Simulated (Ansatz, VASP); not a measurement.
**Pd in VASP and in Ansatz**

The input INCAR:

```
ALGO = Normal
DIPOL = 0.5 0.5 0.500
EDIFF = 1E-6
ENCUT = 520
GGA = PS
IDIPOL = 3
ISIF = 2
ISMEAR = 1
LASPH = True
LCHARG = True
LDIPOL = True
LELF = True
LREAL = False
LVACPOTAV = True
LVHAR = True
LWAVE = False
NBANDS = 72
NELM = 80
PREC = Accurate
SIGMA = 0.1
```

Contents of KPOINTS:

```
k-points
0
Gamma
  14 14 1
```

The input POSCAR:

```
Pd
1.0
    2.7397185240      0.0000000000      0.0000000000
    1.3698592620      2.3726658410      0.0000000000
    0.0000000000      0.0000000000     40.6066788850
Pd
12
Direct
    0.3333333333      0.3333333333      0.1970119256
    0.6666666667      0.6666666667      0.2521006664
    0.0000000000      0.0000000000      0.3071894072
    0.3333333333      0.3333333333      0.3622781480
    0.6666666667      0.6666666667      0.4173668888
    0.0000000000      0.0000000000      0.4724556296
    0.3333333333      0.3333333333      0.5275443704
    0.6666666667      0.6666666667      0.5826331112
    0.0000000000      0.0000000000      0.6377218520
    0.3333333333      0.3333333333      0.6928105928
    0.6666666667      0.6666666667      0.7478993336
    0.0000000000      0.0000000000      0.8029880744
```

Input for Ansatz:

```yaml
crystal:
  lattice:
    - [2.739718524, 0.0, 0.0]
    - [1.369859262, 2.372665841, 0.0]
    - [0.0, 0.0, 40.606678885]
  atoms:
    - { symbol: Pd, position: [0.3333333333, 0.3333333333, 0.1970119256] }
    - { symbol: Pd, position: [0.6666666667, 0.6666666667, 0.2521006664] }
    - { symbol: Pd, position: [0.0, 0.0, 0.3071894072] }
    - { symbol: Pd, position: [0.3333333333, 0.3333333333, 0.362278148] }
    - { symbol: Pd, position: [0.6666666667, 0.6666666667, 0.4173668888] }
    - { symbol: Pd, position: [0.0, 0.0, 0.4724556296] }
    - { symbol: Pd, position: [0.3333333333, 0.3333333333, 0.5275443704] }
    - { symbol: Pd, position: [0.6666666667, 0.6666666667, 0.5826331112] }
    - { symbol: Pd, position: [0.0, 0.0, 0.637721852] }
    - { symbol: Pd, position: [0.3333333333, 0.3333333333, 0.6928105928] }
    - { symbol: Pd, position: [0.6666666667, 0.6666666667, 0.7478993336] }
    - { symbol: Pd, position: [0.0, 0.0, 0.8029880744] }
kpoints:
  mp_grid: { grid: [14, 14, 1] }
scf:
  occupations: { method: cold, width: 0.1 }
hamiltonian:
  xc: pbesol
  pseudopotentials: { kind: paw, azcp: { folder: soft_1 } }
output:
  forces: true
  stress: false
  populations: false
efield:
  axis: 3
  dipole_correction: true
```

Alike in both runs: task single point; functional PBEsol; k mesh 14 × 14 × 1; no spin polarisation.

|  | VASP | Ansatz |
| --- | --- | --- |
| version | VASP 6.6.1 | Ansatz 0.2.0 |
| potentials or method | VASP PAW PBE potentials, release 64 (Pd) | plane-wave PAW, scalar-relativistic |
| plane-wave cutoff (eV) | 520 | 420 |
| occupations | methfessel-paxton of order 1, width 0.1 eV | cold, width 0.1 eV |
| valence electrons in the cell | 120 | 216 |

Ansatz gave:

* rms of the force components (eV/Å): 0.028
* work function, face that differs most (eV): 5.34

Problem. What did VASP give for the same quantities?

Solution. rms of the force components (eV/Å): 0.026; work function, face that differs most (eV): 5.33.

VASP's potentials were made for PBE, not for PBEsol, and Ansatz warns of the same on its side. Atom by atom the forces differ by 0.004 eV/Å (rms over components). VASP's potentials hold 120 valence electrons a cell and Ansatz's 216, so a difference there can come from the potentials and not from the codes.
